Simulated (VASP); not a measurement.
**Si2Mo: single point with PBEsol**

Crystal: Si2Mo.

```
Si Mo
1.0
    -1.59512    1.59512    3.91091
     1.59512   -1.59512    3.91091
     1.59512    1.59512   -3.91091
Si Mo
2 1
Direct
  0.33506 0.33506 0.00000
  0.66494 0.66494 0.00000
  0.00000 0.00000 0.00000
```

* Program: VASP 6.6.1
* Task: single point
* Functional: PBEsol
* Potentials or basis: VASP PAW PBE potentials, release 64 (Si, Mo_sv)
* Cutoff: 520 eV
* k mesh: 18 × 18 × 18
* Occupations: gaussian, width 0.15 eV
* Spin: no spin polarisation
* Dipole correction: no
* Further INCAR settings: ALGO = Normal; EDIFF = 1e-07; NBANDS = 18

| Property | Result |
| --- | --- |
| Pressure | 0.3 GPa |
| Band gap on the k mesh | zero (bands 11 and 12 overlap by 0.95 eV) |

Forces on the atoms (eV/Å):
```
Si   0.000  0.000 -0.003
Si   0.000  0.000  0.003
Mo   0.000  0.000  0.000
```

Levels at points of the mesh, in eV from the Fermi level:
```csv
k point,band 8,band 9,band 10,band 11,band 12,band 13,band 14,band 15
"(0.00, 0.00, 0.00)",-3.14,-2.64,-2.64,0.39,3.14,3.24,3.56,3.56
"(0.50, 0.00, 0.00)",-4.52,-2.62,-2.60,-0.51,2.29,3.14,4.15,4.22
"(0.50, 0.50, 0.00)",-5.17,-4.48,-3.10,-1.21,2.34,2.78,3.19,3.38
"(0.50, 0.50, 0.50)",-2.23,-0.58,-0.58,-0.46,-0.46,0.52,4.77,5.26
```

Run time: 13 min on 1 thread of Intel Xeon 8259CL (shared host), peak memory 0.46 GiB.

Caveat: the PAW data sets were made with another functional, which shifts forces and pressure a little.
